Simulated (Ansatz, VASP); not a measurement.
## GaN in VASP and in Ansatz

File INCAR:

```
SYSTEM = GaN
ALGO = Normal ; EDIFF = 1E-6
ENCUT = 520 ; GGA = PS
ISIF = 2 ; ISMEAR = -1
LASPH = .True. ; LCHARG = .True.
LELF = .True. ; LREAL = .False.
LVHAR = .True. ; LWAVE = .False.
NBANDS = 16 ; NELM = 60
PREC = Accurate ; SIGMA = 0.02
```

File KPOINTS:

```
k-points
0
Gamma
  10 10 10
  0 0 0
```

The input POSCAR:

```
GaN
1.0
    0.0000000000      1.9925000000      2.0124250000
    1.9925000000      0.0000000000      2.0124250000
    1.9925000000      1.9925000000      0.0000000000
Ga N
1 1
Direct
    0.5000000000      0.5000000000      0.5000000000
    0.0000000000      0.0000000000      0.0000000000
```

Input for Ansatz:

```yaml
crystal:
  lattice:
    - [0.0, 1.9925, 2.012425]
    - [1.9925, 0.0, 2.012425]
    - [1.9925, 1.9925, 0.0]
  atoms:
    - { symbol: Ga, position: [0.5, 0.5, 0.5] }
    - { symbol: "N", position: [0.0, 0.0, 0.0] }
kpoints:
  mp_grid: { grid: [10, 10, 10] }
  band_path:
    path:
      - [0.0, 0.0, 0.0]
      - [0.0, 0.5, 0.5]
      - [0.25, 0.75, 0.5]
      - [0.0, 0.5, 0.0]
      - [0.0, 0.0, 0.0]
      - [0.5, 0.5, 0.0]
      - [0.3725370062, 0.6274629938, 0.0]
      - [-0.3725370062, 0.3725370062, 0.0]
      - [0.0, 0.0, 0.0]
    npoints: 5
scf:
  occupations: { method: fermi_dirac, width: 0.02 }
hamiltonian:
  xc: pbesol
  pseudopotentials: { kind: all_electron, lapw: { basis_error: 0.00025 } }
output:
  forces: true
  stress: true
  eigenvalues: true
```

Change from the starting cell: zz strain of +1 %.

Alike in both runs: task single point; functional PBEsol; k mesh 10 × 10 × 10; occupations fermi-dirac, width 0.02 eV; no spin polarisation.

```csv
,VASP,Ansatz
version,VASP 6.6.1,Ansatz 0.2.0
potentials or method,"VASP PAW PBE potentials, release 64 (Ga_d, N), cutoff 520 eV","all-electron LAPW, scalar-relativistic"
```

```tsv
	VASP	Ansatz	Ansatz less VASP
gap on the k mesh at the Fermi level (eV)	1.58	1.59	+0.013
pressure (GPa)	54.8	54.3	-0.56
traceless stress, the component that is largest in VASP (GPa)	-3.13	-3.18	-0.051
```

VASP's potentials were made for PBE, not for PBEsol. Both programs put the cell under a high pressure, so it lies far from rest at this level. Ansatz ran all-electron here, and VASP with PAW potentials.
